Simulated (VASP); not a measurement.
Here is a VASP 6.6.1 calculation.

POSCAR

```
ZnS
1.0
    2.7046500000     -2.7046500000      0.0000000000
    2.7046500000      0.0000000000     -2.7046500000
    5.9502300000      4.8683700000      5.4093000000
Zn S
3 3
Direct
    0.6416600000      0.6666666667      0.1250333333
   -0.1583400000      0.0000000000      0.7917000000
    0.2416600000      0.3333333333      0.4583666667
    0.4916600000      0.6666666667      0.8750333333
    0.8916600000      1.0000000000      0.5417000000
    0.2916600000      0.3333333333      0.2083666667
```

INCAR.step1

```
SYSTEM = ZnS
PREC     = Accurate       ! precision mode
ENCUT    = 520            ! plane-wave cutoff, eV
ISMEAR   = 0              ! smearing method
SIGMA    = 0.05           ! smearing width, eV
LREAL    = .FALSE.        ! projectors in reciprocal space
LASPH    = .TRUE.         ! aspherical terms in the spheres
NELM     = 100            ! most SCF steps
NBANDS   = 36             ! bands
GGA      = PE             ! functional
ALGO     = Normal         ! electronic algorithm
EDIFF    = 1E-4           ! SCF threshold, eV
LWAVE    = .TRUE.         ! write WAVECAR
LCHARG   = .FALSE.        ! write CHGCAR
```

Contents of INCAR.step2:

```
SYSTEM = ZnS
PREC     = Accurate       ! precision mode
ENCUT    = 520            ! plane-wave cutoff, eV
EDIFF    = 1E-7           ! SCF threshold, eV
ISMEAR   = 0              ! smearing method
SIGMA    = 0.05           ! smearing width, eV
LREAL    = .FALSE.        ! projectors in reciprocal space
LASPH    = .TRUE.         ! aspherical terms in the spheres
NELM     = 100            ! most SCF steps
ALGO     = Normal         ! electronic algorithm
ISIF     = 2              ! what is computed and relaxed
LWAVE    = .FALSE.        ! write WAVECAR
LCHARG   = .TRUE.         ! write CHGCAR
METAGGA  = R2SCAN         ! meta-GGA
LMIXTAU  = .TRUE.       
LELF     = .TRUE.         ! ELF
LVHAR    = .TRUE.       
NBANDS   = 36             ! bands
ISTART   = 1
```

File KPOINTS:

```
Automatic mesh
0
G
  7 7 3
  0 0 0
```

Potentials or basis: VASP PAW PBE potentials, release 64 (Zn, S).

Command:

```bash
$ cat potpaw_PBE.64/Zn/POTCAR potpaw_PBE.64/S/POTCAR > POTCAR
$ cp INCAR.step1 INCAR
$ mpirun -np 1 vasp_std > vasp.out
$ cp INCAR.step2 INCAR
$ mpirun -np 1 vasp_std > vasp.out
```

(1) Estimate the largest force.

(2) What does it give for the pressure?

(3) Estimate the band gap on the k mesh.

## Answers

(1) 0.637 eV/Å.

(2) -1.2 GPa.

(3) 2.37 eV, direct.

Caveat: the PAW data sets were made with another functional, which shifts forces and pressure a little.
